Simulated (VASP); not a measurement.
# TiC in VASP: single point with PBE

Aim: the single point of TiC with PBE.

All numbers are computed with VASP 6.6.1; they aren't measurements. Logs are shortened: lines on timing, memory, paths and dates and some standing lists are left out, and cuts for length are marked.

## Step 1: The cell of the first run

The typed cell holds 4 atoms: a = 3.064 Å, b = 3.064 Å, c = 5.307 Å, α = 73.22°, β = 73.22°, γ = 60.00°.

## Step 2: Single point, PBE

INCAR

```
SYSTEM = TiC
PREC = Accurate ; ENCUT = 520
EDIFF = 1E-6 ; ISMEAR = 0
SIGMA = 0.2 ; LREAL = .False.
LASPH = .True. ; NELM = 100
ALGO = Normal ; ISIF = 2
LWAVE = .False. ; LCHARG = .False.
GGA = PE ; NBANDS = 24
```

KPOINTS

```
Automatic mesh
0
Gamma
  12 12 12
  0 0 0
```

POSCAR

```
TiC
1.0
   -2.1667335865     -0.0000113047     -2.1667780678
   -2.1665791418     -2.1666328709     -0.0001663586
   -4.3329994793      2.1666383669      2.1663191803
Ti C
2 2
Direct
    0.2500243725      0.2499874229      0.2499981381
    0.7500029697      0.7499908976      0.7500122736
    0.4999908527      0.5000085601      0.4999919445
    0.9999818050      1.0000131194     -0.0000023561
```

Potentials or basis: VASP PAW PBE potentials, release 64 (Ti_sv, C).

Started as:

```
$ cat potpaw_PBE.64/Ti_sv/POTCAR potpaw_PBE.64/C/POTCAR > POTCAR
$ mpirun -np 1 vasp_std > vasp.out
```

OUTCAR:

```text
SYSTEM = TiC
   PREC = Accurate
   ENCUT = 520
   EDIFF = 1E-6
   ISMEAR = 0
   LREAL = .False.
   LASPH = .True.
   NELM = 100
   ISIF = 2
   GGA = PE

 ion  position               nearest neighbor table
   1  0.250  0.250  0.250-   3 2.17   4 2.17   3 2.17   4 2.17   3 2.17   4 2.17
   2  0.750  0.750  0.750-   4 2.17   4 2.17   4 2.17   3 2.17   3 2.17   3 2.17
   3  0.500  0.500  0.500-   1 2.17   1 2.17   2 2.17   2 2.17   1 2.17   2 2.17
   4  1.000  0.000  1.000-   2 2.17   1 2.17   2 2.17   1 2.17   2 2.17   1 2.17

  Warning from LATTYP: Got some problem with cell dimensions!
  Tried to take original basis but could not verify dimensions!
  LATTYP: Found a triclinic cell.
 ALAT       =     3.0642554773
 B/A-ratio  =     0.9999357626
 C/A-ratio  =     1.7318405125
 COS(alpha) =     0.0000849993
 COS(beta)  =     0.2886897289
 COS(gamma) =     0.5000370271

  Lattice vectors:

 A1 = (   2.1667335865,   0.0000113047,   2.1667780678)
 A2 = (   0.0001544447,  -2.1666215662,   2.1666117092)
 A3 = (   4.3329994793,  -2.1666383669,  -2.1663191803)

Analysis of symmetry for initial positions (statically):
=====================================================================
 Subroutine PRICEL returns:
 Original cell was already a primitive cell.

 Routine SETGRP: Setting up the symmetry group for a
 triclinic supercell.

 Subroutine GETGRP returns: Found  1 space group operations
 (whereof  1 operations were pure point group operations)
 out of a pool of  2 trial point group operations.

The static configuration has the point symmetry C_1 .

Analysis of symmetry for dynamics (positions and initial velocities):
=====================================================================
 Subroutine PRICEL returns:
 Original cell was already a primitive cell.

 Routine SETGRP: Setting up the symmetry group for a
 triclinic supercell.

 Subroutine GETGRP returns: Found  1 space group operations
 (whereof  1 operations were pure point group operations)
 out of a pool of  2 trial point group operations.

The dynamic configuration has the point symmetry C_1 .

 Subroutine INISYM returns: Found  1 space group operations
 (whereof  1 operations are pure point group operations),
 and found     1 'primitive' translations

----------------------------------------------------------------------------------------

                                     Primitive cell
[... 93 lines left out ...]
   ENCUT  =  520.0 eV  38.22 Ry    6.18 a.u.   5.70  5.70  9.87*2*pi/ulx,y,z
   NELM   =    100;   NELMIN=  2; NELMDL= -5     # of ELM steps
   EDIFF  = 0.1E-05   stopping-criterion for ELM
   LREAL  =      F    real-space projection
   EDIFFG = 0.1E-04   stopping-criterion for IOM
   NSW    =      0    number of steps for IOM
   IBRION =     -1    ionic relax: 0-MD 1-quasi-New 2-CG
   NFREE  =      0    steps in history (QN), initial steepest desc. (CG)
   ISIF   =      2    stress and relaxation
   ISYM   =      2    0-nonsym 1-usesym 2-fastsym
   POTIM  = 0.5000    time-step for ionic-motion
   TEBEG  =    0.0;   TEEND  =   0.0 temperature during run
   PSTRESS=    0.0 pullay stress
   NELECT =      32.0000    total number of electrons
   NUPDOWN=      -1.0000    fix difference up-down
   EMIN   =  10.00;   EMAX   =-10.00  energy-range for DOS
   EFERMI =   0.00;   METHOD = LEGACY
   ISMEAR =     0;   SIGMA  =   0.20  broadening in eV -4-tet -1-fermi 0-gaus
   EFERMI_NEDOS =   21; number of points for ismear=-14 and -15
   IALGO  =     38    algorithm
   IMIX   =      4    mixing-type and parameters
     AMIX     =   0.40;   BMIX     =  1.00
     AMIX_MAG =   1.60;   BMIX_MAG =  1.00
  volume/ion in A,a.u.               =      10.17        68.63
  Fermi-wavevector in a.u.,A,eV,Ry     =   1.511207  2.855767 31.072265  2.283747
  Thomas-Fermi vector in A             =   2.621295
   LORBIT       =      0    0 simple, 1 ext, 2 COOP (PROOUT), +10 PAW based schemes
   GGA     = PE    functional components
   LHFCALC =     F    Hartree Fock is set to
   AEXX    =    0.0000 exact exchange contribution
   IVDW    =     0    specifies the selected vdW correction
   LEPSILON=     F    determine dielectric tensor
   LRPA    =     F    only Hartree local field effects (RPA)
 non-spin polarized calculation
 Gauss-broadening in eV      SIGMA  =   0.20
  energy-cutoff  :      520.00
  volume of cell :       40.68
 maximum number of plane-waves:      1109
   NGX = 11   NGY = 11   NGZ = 19

 number of electron      32.0000003 magnetization

 Free energy of the ion-electron system (eV)
  ---------------------------------------------------
  ext. energy  EPLUGINS =         0.00000000
  ---------------------------------------------------
  free energy    TOTEN  =       -37.42485451 eV

  energy without entropy =      -37.41368547  energy(sigma->0) =      -37.41926999

 E-fermi :   9.4044     XC(G=0): -12.6914

 val. band max:        9.4042694300   @ k =  -0.1667  -0.1667  -0.3333
 cond. band min:       9.4202594321   @ k =   0.5000   0.5000   0.0833
 fundamental gap:      0.0159900021
 Fermi energy:         9.4043508645

 k-point     1 :       0.0000    0.0000    0.0000
  band No.  band energies     occupation
      1     -47.1947      2.00000
      2     -47.1223      2.00000
      3     -23.7126      2.00000
      4     -23.2674      2.00000
      5     -23.2674      2.00000
      6     -23.2196      2.00000
[... 637 lines left out ...]
     23      14.0483      0.00000
     24      14.8510      0.00000

 [... further k-points ...]

------------------------ aborting loop because EDIFF is reached ----------------------------------------

  FORCE on cell =-STRESS in cart. coord.  units (eV):
  Direction    XX          YY          ZZ          XY          YZ          ZX
  --------------------------------------------------------------------------------------
  -------------------------------------------------------------------------------------
  Total        0.0255419      0.0227042      0.0231128     -0.0008332      0.0003918     -0.0069758
  in kB        1.0059139      0.8941567      0.9102516     -0.0328158      0.0154313     -0.2747288
  external PRESSURE =       0.9367741 kB  Pullay stress =       0.0000000 kB

 VOLUME and BASIS-vectors are now :
 -----------------------------------------------------------------------------
  energy-cutoff  :      520.00
  volume of cell :       40.68
      direct lattice vectors                 reciprocal lattice vectors
    -2.166733586 -0.000011305 -2.166778068    -0.115364438  0.115388156 -0.346153264
    -2.166579142 -2.166632871 -0.000166359    -0.115397428 -0.346159955  0.115396865
    -4.332999479  2.166638367  2.166319180    -0.115397737  0.115386015  0.115394766

 POSITION                                       TOTAL-FORCE (eV/Angst)
 -----------------------------------------------------------------------------------
     -2.16660      0.00002     -0.00021        -0.000074     -0.000037      0.001261
     -6.49977      0.00004     -0.00045         0.001140     -0.001255     -0.000576
     -4.33312     -0.00004     -0.00031        -0.000702      0.000728     -0.000053
     -6.49971      2.16659     -0.00042        -0.000365      0.000564     -0.000632
 -----------------------------------------------------------------------------------
    total drift:                               -0.000001     -0.000002      0.000001

  FREE ENERGIE OF THE ION-ELECTRON SYSTEM (eV)
  ---------------------------------------------------
  free  energy   TOTEN  =       -37.4248545051 eV

  energy  without entropy=      -37.4136854675  energy(sigma->0) =      -37.41926999
```

stdout:

```text
POSCAR found type information on POSCAR TiC
 POSCAR found :  2 types and       4 ions
 scaLAPACK will be used
 -----------------------------------------------------------------------------
|                                                                             |
|           W    W    AA    RRRRR   N    N  II  N    N   GGGG   !!!           |
|           W    W   A  A   R    R  NN   N  II  NN   N  G    G  !!!           |
[... 18 lines left out ...]
 -----------------------------------------------------------------------------

 LDA part: xc-table for (Slater+PW92), standard interpolation
 POSCAR, INCAR and KPOINTS ok, starting setup
 FFT: planning ... GRIDC
 FFT: planning ... GRID_SOFT
 FFT: planning ... GRID
 WAVECAR not read
 entering main loop
```

It took 8.4 min on 1 thread of Intel Xeon Platinum 8488C (Sapphire Rapids), shared host; peak memory 0.74 GiB.

Results:

```
Free energy            : -37.4249 eV
Pressure               : 0.1 GPa
Band gap on the k mesh : zero (band 16 reaches 10.09 eV, above the bottom of band 17 at 8.99 eV)
```
